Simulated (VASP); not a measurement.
# Sb (Pm-3m) in VASP: further runs

Runs on Sb. Level: r2SCAN. Tasks: relaxation of cell and atoms.

All numbers are computed with VASP 6.6.1; they aren't measurements. Logs are shortened: lines on timing, memory, paths and dates and some standing lists are left out, and cuts for length are marked.

## Step 1: The cell of the first run

The structure is cubic, space group Pm-3m (No. 221). The conventional cell has a = 3.210 Å, b = 3.210 Å, c = 3.210 Å, α = 90.00°, β = 90.00°, γ = 90.00°. Sb (site symmetry m-3m) has 6 Sb at 3.21 Å within 4.2 Å.

## Step 2: Relaxation of cell and atoms, r2SCAN

Contents of POSCAR:

```
Sb
1.0
    3.2100000000      0.0000000000      0.0000000000
    0.0000000000      3.2100000000      0.0000000000
    0.0000000000      0.0000000000      3.2100000000
Sb
1
Direct
    0.0000000000      0.0000000000      0.0000000000
```

Contents of INCAR.step1:

```
SYSTEM = Sb
ALGO = Normal
EDIFF = 1E-4
ENCUT = 600
GGA = PE
ISMEAR = 0
LASPH = .TRUE.
LCHARG = .FALSE.
LREAL = .FALSE.
LWAVE = .TRUE.
NELM = 100
PREC = Accurate
SIGMA = 0.1
```

Contents of INCAR.step2:

```
SYSTEM = Sb
ALGO = Normal
EDIFF = 1E-6
EDIFFG = -0.02
ENCUT = 600
IBRION = 2
ISIF = 3
ISMEAR = 0
ISTART = 1
LASPH = .TRUE.
LCHARG = .FALSE.
LMIXTAU = .TRUE.
LREAL = .FALSE.
LWAVE = .FALSE.
METAGGA = R2SCAN
NELM = 100
NSW = 80
PREC = Accurate
SIGMA = 0.1
```

Contents of KPOINTS:

```
k-points
0
G
  7 7 7
  0 0 0
```

Potentials or basis: VASP PAW PBE potentials, release 64 (Sb).

Command:

```
cat potpaw_PBE.64/Sb/POTCAR > POTCAR
cp INCAR.step1 INCAR
mpirun -np 1 vasp_std > vasp.out
cp INCAR.step2 INCAR
mpirun -np 1 vasp_std > vasp.out
```

OUTCAR:

```text
SYSTEM = Sb
   EDIFF = 1E-6
   EDIFFG = -0.02
   ENCUT = 600
   IBRION = 2
   ISIF = 3
   ISMEAR = 0
   ISTART = 1
   LASPH = .TRUE.
   LREAL = .FALSE.
   METAGGA = R2SCAN
   NELM = 100
   NSW = 80
   PREC = Accurate

 ion  position               nearest neighbor table
   1  0.000  0.000  0.000-

  LATTYP: Found a simple cubic cell.
 ALAT       =     3.2100000000

  Lattice vectors:

 A1 = (   3.2100000000,   0.0000000000,   0.0000000000)
 A2 = (   0.0000000000,   3.2100000000,   0.0000000000)
 A3 = (   0.0000000000,   0.0000000000,   3.2100000000)

Analysis of symmetry for initial positions (statically):
=====================================================================
 Subroutine PRICEL returns:
 Original cell was already a primitive cell.

 Routine SETGRP: Setting up the symmetry group for a
 simple cubic supercell.

 Subroutine GETGRP returns: Found 48 space group operations
 (whereof 48 operations were pure point group operations)
 out of a pool of 48 trial point group operations.

The static configuration has the point symmetry O_h .

Analysis of symmetry for dynamics (positions and initial velocities):
=====================================================================
 Subroutine PRICEL returns:
 Original cell was already a primitive cell.

 Routine SETGRP: Setting up the symmetry group for a
 simple cubic supercell.

 Subroutine GETGRP returns: Found 48 space group operations
 (whereof 48 operations were pure point group operations)
 out of a pool of 48 trial point group operations.

The dynamic configuration has the point symmetry O_h .

 Subroutine INISYM returns: Found 48 space group operations
 (whereof 48 operations are pure point group operations),
 and found     1 'primitive' translations

----------------------------------------------------------------------------------------

                                     Primitive cell

  volume of cell :      33.0762

  direct lattice vectors                    reciprocal lattice vectors
     3.210000000  0.000000000  0.000000000     0.311526480  0.000000000  0.000000000
     0.000000000  3.210000000  0.000000000     0.000000000  0.311526480  0.000000000
     0.000000000  0.000000000  3.210000000     0.000000000  0.000000000  0.311526480

  length of vectors
     3.210000000  3.210000000  3.210000000     0.311526480  0.311526480  0.311526480

  position of ions in fractional coordinates (direct lattice)
     0.000000000  0.000000000  0.000000000

  ion indices of the primitive-cell ions
   primitive index   ion index
                 1           1

----------------------------------------------------------------------------------------

[... 51 lines left out ...]
   ions per type =               1
   NGX,Y,Z   is equivalent  to a cutoff of  14.50, 14.50, 14.50 a.u.
   NGXF,Y,Z  is equivalent  to a cutoff of  29.00, 29.00, 29.00 a.u.
 SYSTEM =  Sb
   PREC   = accura    normal or accurate (medium, high low for compatibility)
   ISTART =      1    job   : 0-new  1-cont  2-samecut
   ICHARG =      0    charge: 1-file 2-atom 10-const
   ISPIN  =      1    spin polarized calculation?
   LNONCOLLINEAR =      F non collinear calculations
   LSORBIT =      F    spin-orbit coupling
   LASPH  =      T    aspherical Exc in radial PAW
   ENCUT  =  600.0 eV  44.10 Ry    6.64 a.u.   6.41  6.41  6.41*2*pi/ulx,y,z
   NELM   =    100;   NELMIN=  2; NELMDL=  0     # of ELM steps
   EDIFF  = 0.1E-05   stopping-criterion for ELM
   LREAL  =      F    real-space projection
   EDIFFG = -.2E-01   stopping-criterion for IOM
   NSW    =     80    number of steps for IOM
   IBRION =      2    ionic relax: 0-MD 1-quasi-New 2-CG
   NFREE  =      1    steps in history (QN), initial steepest desc. (CG)
   ISIF   =      3    stress and relaxation
   ISYM   =      2    0-nonsym 1-usesym 2-fastsym
   POTIM  = 0.5000    time-step for ionic-motion
   TEBEG  =    0.0;   TEEND  =   0.0 temperature during run
   PSTRESS=    0.0 pullay stress
   NELECT =       5.0000    total number of electrons
   NUPDOWN=      -1.0000    fix difference up-down
   EMIN   =  10.00;   EMAX   =-10.00  energy-range for DOS
   EFERMI =   0.00;   METHOD = LEGACY
   ISMEAR =     0;   SIGMA  =   0.10  broadening in eV -4-tet -1-fermi 0-gaus
   EFERMI_NEDOS =   21; number of points for ismear=-14 and -15
   IALGO  =     38    algorithm
   IMIX   =      4    mixing-type and parameters
     AMIX     =   0.40;   BMIX     =  1.00
     AMIX_MAG =   1.60;   BMIX_MAG =  1.00
  volume/ion in A,a.u.               =      33.08       223.21
  Fermi-wavevector in a.u.,A,eV,Ry     =   0.872087  1.648005 10.347716  0.760536
  Thomas-Fermi vector in A             =   1.991287
   LORBIT       =      0    0 simple, 1 ext, 2 COOP (PROOUT), +10 PAW based schemes
   METAGGA = R2SCAN    functional components
   LHFCALC =     F    Hartree Fock is set to
   AEXX    =    0.0000 exact exchange contribution
   IVDW    =     0    specifies the selected vdW correction
   LEPSILON=     F    determine dielectric tensor
   LRPA    =     F    only Hartree local field effects (RPA)
 conjugate gradient relaxation of ions
 non-spin polarized calculation
 Gauss-broadening in eV      SIGMA  =   0.10
  energy-cutoff  :      600.00
  volume of cell :       33.08
 maximum number of plane-waves:      1141
 NGX is ok and might be reduce to    28
   NGX = 13   NGY = 13   NGZ = 13

--------------------------------------- Ionic step        1  -------------------------------------------

 number of electron       5.0000000 magnetization

 Free energy of the ion-electron system (eV)
  ---------------------------------------------------
  ext. energy  EPLUGINS =         0.00000000
  ---------------------------------------------------
  free energy    TOTEN  =       -25.60177609 eV

  energy without entropy =      -25.59840883  energy(sigma->0) =      -25.60009246

 E-fermi :   5.6360     XC(G=0):  -9.6535

 val. band max:        5.3121330765   @ k =   0.4286   0.2857   0.1429
 cond. band min:       5.6801808958   @ k =   0.4286   0.2857   0.2857
 fundamental gap:      0.3680478193
 Fermi energy:         5.6360141775

 k-point     1 :       0.0000    0.0000    0.0000
  band No.  band energies     occupation
      1      -6.3922      2.00000
      2       8.9684      0.00000
      3       8.9684      0.00000
      4       8.9684      0.00000
      5      12.9691      0.00000
      6      12.9691      0.00000
[... 238 lines left out ...]
--------------------------------------- Ionic step        3  -------------------------------------------

 number of electron       5.0000000 magnetization

 Free energy of the ion-electron system (eV)
  ---------------------------------------------------
  ext. energy  EPLUGINS =         0.00000000
  ---------------------------------------------------
  free energy    TOTEN  =       -25.67286388 eV

  energy without entropy =      -25.66958566  energy(sigma->0) =      -25.67122477

 E-fermi :   6.9819     XC(G=0): -10.1618

 val. band max:        6.6846839628   @ k =   0.4286   0.2857   0.1429
 cond. band min:       7.0250229431   @ k =   0.4286   0.2857   0.2857
 fundamental gap:      0.3403389803
 Fermi energy:         6.9818742234

 k-point     1 :       0.0000    0.0000    0.0000
  band No.  band energies     occupation
      1      -5.8577      2.00000
      2      10.6873      0.00000
      3      10.6873      0.00000
      4      10.6873      0.00000
      5      14.4697      0.00000
      6      14.4697      0.00000
[... 197 lines left out ...]
  FREE ENERGIE OF THE ION-ELECTRON SYSTEM (eV)
  ---------------------------------------------------
  free  energy   TOTEN  =       -25.6728638787 eV

  energy  without entropy=      -25.6695856638  energy(sigma->0) =      -25.67122477

 reached required accuracy - stopping structural energy minimisation
```

Run time: 46 s. Hardware: 1 thread of Intel Xeon Platinum 8259CL at 2.50GHz (Skylake/Cascade Lake), shared host; peak memory 0.17 GiB.

Results:

```
Free energy                            : -25.6729 eV
Relaxed volume                         : 29.48 Å³/atom
Relaxed cell                           : a = 3.089 Å, b = 3.089 Å, c = 3.089 Å, α = 90.00°, β = 90.00°, γ = 90.00°
Space group after relaxing (to 0.05 Å) : Pm-3m (No. 221)
Energy gained by relaxing              : 71.1 meV/atom
Ionic steps                            : 3
Pressure after relaxing                : 0.0 GPa
```

Step by step:
```csv
step,energy change (eV),largest force (eV/Å),pressure (GPa),volume (Å³)
1,0.0000,0.0000,-5.64,33.08
2,-0.0502,0.0000,4.42,27.81
3,-0.0711,0.0000,0.00,29.48
```

Final structure:
```
Sb
1.0
     3.08900    0.00000    0.00000
     0.00000    3.08900    0.00000
     0.00000    0.00000    3.08900
Sb
1
Cartesian
  0.0000 0.0000 0.0000
```

Levels at points of the mesh, in eV from the Fermi level:
```tsv
k point	band 1	band 2	band 3	band 4	band 5	band 6
(0.00, 0.00, 0.00)	-12.84	3.71	3.71	3.71	7.49	7.49
```

Caveat: the PAW data sets were made with another functional, which shifts forces and pressure a little; spin-orbit coupling is left out, which moves the levels of the heavy elements.

## Step 3: Relaxation of cell and atoms, r2SCAN, target pressure 5 GPa, at which the enthalpy is minimised

POSCAR is that of step 2.

INCAR.step1 is that of step 2.

Edit INCAR.step2 of step 2 so:

```diff
@@ -2,3 +2,3 @@
 ALGO = Normal
-EDIFF = 1E-6
+EDIFF = 1E-7
 EDIFFG = -0.02
@@ -18,2 +18,3 @@
 PREC = Accurate
+PSTRESS = 50.0
 SIGMA = 0.1
```

KPOINTS is that of step 2.

Potentials or basis: VASP PAW PBE potentials, release 64 (Sb).

Command:

```
cat potpaw_PBE.64/Sb/POTCAR > POTCAR
cp INCAR.step1 INCAR
mpirun -np 1 vasp_std > vasp.out
cp INCAR.step2 INCAR
mpirun -np 1 vasp_std > vasp.out
```

It took 68 s on 1 thread of Intel Xeon Platinum 8259CL at 2.50GHz (Skylake/Cascade Lake), shared host; peak memory 0.17 GiB.

The run converged. Its results:

```yaml
Free_energy: -25.6461 eV
Relaxed_volume: 27.60 Å³/atom
Relaxed_cell: a = 3.022 Å, b = 3.022 Å, c = 3.022 Å, α = 90.00°, β = 90.00°, γ = 90.00°
Space_group_after_relaxing_to_0.05_Å: Pm-3m (No. 221)
Energy_change_on_relaxing_the_enthalpy_is_what_falls: -44.3 meV/atom
Ionic_steps: 4
Pressure_after_relaxing: 4.9 GPa
```

Step by step:
| step | energy change (eV) | largest force (eV/Å) | pressure (GPa) | volume (Å³) |
| --- | --- | --- | --- | --- |
| 1 | 0.0000 | 0.0000 | -5.63 | 33.08 |
| 2 | 0.2815 | 0.0000 | 23.89 | 23.64 |
| 3 | -0.0474 | 0.0000 | 4.59 | 27.71 |
| 4 | -0.0443 | 0.0000 | 4.92 | 27.60 |

Final structure:
```
Sb
1.0
     3.02214    0.00000    0.00000
     0.00000    3.02214    0.00000
     0.00000    0.00000    3.02214
Sb
1
Cartesian
  0.0000 0.0000 0.0000
```

Levels at points of the mesh, in eV from the Fermi level:
```tsv
k point	band 1	band 2	band 3	band 4	band 5	band 6
(0.00, 0.00, 0.00)	-13.36	3.92	3.92	3.92	7.59	7.59
```

Caveat: the cell is relaxed towards a set pressure, so the enthalpy falls and the energy may rise; the volume moved by over 15 % at a fixed basis, so the end points are rough; the PAW data sets were made with another functional, which shifts forces and pressure a little; spin-orbit coupling is left out, which moves the levels of the heavy elements.

## Step 4: Relaxation of cell and atoms, r2SCAN, target pressure 10 GPa, at which the enthalpy is minimised

POSCAR is that of step 3.

Contents of INCAR.step1:

```
  ALGO = Normal
  EDIFF = 1E-4
  ENCUT = 600
  GGA = PE
  ISMEAR = 0
  LASPH = True
  LCHARG = False
  LREAL = False
  LWAVE = True
  NELM = 60
  PREC = Accurate
  SIGMA = 0.1
```

Contents of INCAR.step2:

```
  ALGO = Normal
  EDIFF = 1E-6
  EDIFFG = -0.02
  ENCUT = 600
  IBRION = 2
  ISIF = 3
  ISMEAR = 0
  ISTART = 1
  LASPH = True
  LCHARG = False
  LMIXTAU = True
  LREAL = False
  LWAVE = False
  METAGGA = R2SCAN
  NELM = 60
  NSW = 80
  PREC = Accurate
  PSTRESS = 100.0
  SIGMA = 0.1
```

Contents of KPOINTS:

```
k-points
0
Gamma
  7 7 7
```

Command:

```
cat potpaw_PBE.64/Sb/POTCAR > POTCAR
cp INCAR.step1 INCAR
mpirun -np 1 vasp_std > vasp.out
cp INCAR.step2 INCAR
mpirun -np 1 vasp_std > vasp.out
```

Run time: 99 s. Hardware: 1 thread of Intel Xeon Platinum 8259CL at 2.50GHz (Skylake/Cascade Lake), shared host; peak memory 0.17 GiB.

It converged, with:

```
Free energy                                            : -25.5819 eV
Relaxed volume                                         : 26.20 Å³/atom
Relaxed cell                                           : a = 2.970 Å, b = 2.970 Å, c = 2.970 Å, α = 90.00°, β = 90.00°, γ = 90.00°
Space group after relaxing (to 0.05 Å)                 : Pm-3m (No. 221)
Energy change on relaxing (the enthalpy is what falls) : +19.9 meV/atom
Ionic steps                                            : 7
Pressure after relaxing                                : 10.0 GPa
```

Step by step:
```tsv
step	energy change (eV)	largest force (eV/Å)	pressure (GPa)	volume (Å³)
1	0.0000	0.0000	-5.64	33.08
2	1.1981	0.0000	60.94	19.90
3	-0.0001	0.0000	8.61	26.55
4	0.0144	0.0000	9.64	26.29
5	0.0221	0.0000	10.16	26.17
6	0.0166	0.0000	9.79	26.25
7	0.0199	0.0000	10.01	26.20
```

Final structure:
```cif
data_structure
_symmetry_space_group_name_H-M 'P 1'
_symmetry_Int_Tables_number 1
_cell_length_a 2.9701
_cell_length_b 2.9701
_cell_length_c 2.9701
_cell_angle_alpha 90.000
_cell_angle_beta 90.000
_cell_angle_gamma 90.000
_cell_volume 26.20
loop_
_atom_site_label
_atom_site_type_symbol
_atom_site_fract_x
_atom_site_fract_y
_atom_site_fract_z
_atom_site_occupancy
Sb1 Sb 0.00000 0.00000 0.00000 1
```

Levels at points of the mesh, in eV from the Fermi level:
| k point | band 1 | band 2 | band 3 | band 4 | band 5 | band 6 |
| --- | --- | --- | --- | --- | --- | --- |
| (0.00, 0.00, 0.00) | -13.80 | 4.08 | 4.08 | 4.08 | 7.67 | 7.67 |

Caveat: the cell is relaxed towards a set pressure, so the enthalpy falls and the energy may rise; the volume moved by over 15 % at a fixed basis, so the end points are rough; the PAW data sets were made with another functional, which shifts forces and pressure a little; spin-orbit coupling is left out, which moves the levels of the heavy elements.

## Step 5: Relaxation of cell and atoms, r2SCAN, target pressure 20 GPa, at which the enthalpy is minimised

POSCAR is that of step 4.

Contents of INCAR.step1:

```
SYSTEM = Sb
ALGO = Normal ; EDIFF = 1E-4
ENCUT = 600 ; GGA = PE
ISMEAR = 0 ; LASPH = .TRUE.
LCHARG = .FALSE. ; LREAL = .FALSE.
LWAVE = .TRUE. ; NELM = 80
PREC = Accurate ; SIGMA = 0.1
```

Contents of INCAR.step2:

```
SYSTEM = Sb
ALGO = Normal ; EDIFF = 1E-7
EDIFFG = -0.02 ; ENCUT = 600
IBRION = 2 ; ISIF = 3
ISMEAR = 0 ; ISTART = 1
LASPH = .TRUE. ; LCHARG = .FALSE.
LMIXTAU = .TRUE. ; LREAL = .FALSE.
LWAVE = .FALSE. ; METAGGA = R2SCAN
NELM = 80 ; NSW = 80
PREC = Accurate ; PSTRESS = 200.0
SIGMA = 0.1
```

Contents of KPOINTS:

```
k-points
0
G
  7 7 7
  0 0 0
```

Command:

```
cat potpaw_PBE.64/Sb/POTCAR > POTCAR
cp INCAR.step1 INCAR
mpirun -np 1 vasp_std > vasp.out
cp INCAR.step2 INCAR
mpirun -np 1 vasp_std > vasp.out
```

Run time: 1.8 min. Hardware: 1 thread of Intel Xeon Platinum 8259CL at 2.50GHz (Skylake/Cascade Lake), shared host; peak memory 0.18 GiB.

Results (log left out):

```yaml
Free_energy: -25.4005 eV
Relaxed_volume: 24.23 Å³/atom
Relaxed_cell: a = 2.894 Å, b = 2.894 Å, c = 2.894 Å, α = 90.00°, β = 90.00°, γ = 90.00°
Space_group_after_relaxing_to_0.05_Å: Pm-3m (No. 221)
Energy_change_on_relaxing_the_enthalpy_is_what_falls: +201.2 meV/atom
Ionic_steps: 5
Pressure_after_relaxing: 20.1 GPa
```

Step by step:
```csv
step,energy change (eV),largest force (eV/Å),pressure (GPa),volume (Å³)
1,0.0000,0.0000,-5.63,33.08
2,6.8310,0.0000,283.65,13.66
3,0.0700,0.0000,13.12,25.50
4,0.1310,0.0000,16.52,24.84
5,0.2012,0.0000,20.13,24.23
```

Final structure:
```yaml
crystal:
  lattice:
    - [2.89355, 0.00000, 0.00000]
    - [0.00000, 2.89355, 0.00000]
    - [0.00000, 0.00000, 2.89355]
  atoms:
    - { symbol: Sb, position: [0.00000, 0.00000, 0.00000] }
```

Levels at points of the mesh, in eV from the Fermi level:
| k point | band 1 | band 2 | band 3 | band 4 | band 5 | band 6 |
| --- | --- | --- | --- | --- | --- | --- |
| (0.00, 0.00, 0.00) | -14.52 | 4.33 | 4.33 | 4.33 | 7.80 | 7.80 |

Caveat: the cell is relaxed towards a set pressure, so the enthalpy falls and the energy may rise; the volume moved by over 15 % at a fixed basis, so the end points are rough; the PAW data sets were made with another functional, which shifts forces and pressure a little; spin-orbit coupling is left out, which moves the levels of the heavy elements.

## Step 6: The runs side by side

```csv
cell,gap on the mesh (eV),pressure (GPa)
relaxed,none,0.0
relaxed to 5 GPa,none,4.9
relaxed to 10 GPa,none,10.0
relaxed to 20 GPa,none,20.1
```

Alike in all rows: task relaxation of cell and atoms; level r2SCAN; potentials or basis VASP PAW PBE potentials, release 64 (Sb); no spin polarisation; k mesh 7 × 7 × 7; cutoff (eV) 600; smearing gaussian 0.1 eV.

Caveats: the PAW data sets were made with another functional, which shifts forces and pressure a little; spin-orbit coupling is left out, which moves the levels of the heavy elements; the cell is relaxed towards a set pressure, so the enthalpy falls and the energy may rise (some runs); the volume moved by over 15 % at a fixed basis, so the end points are rough (some runs).

Total energies depend on the potentials used, so only differences within one code and one set of settings carry meaning.
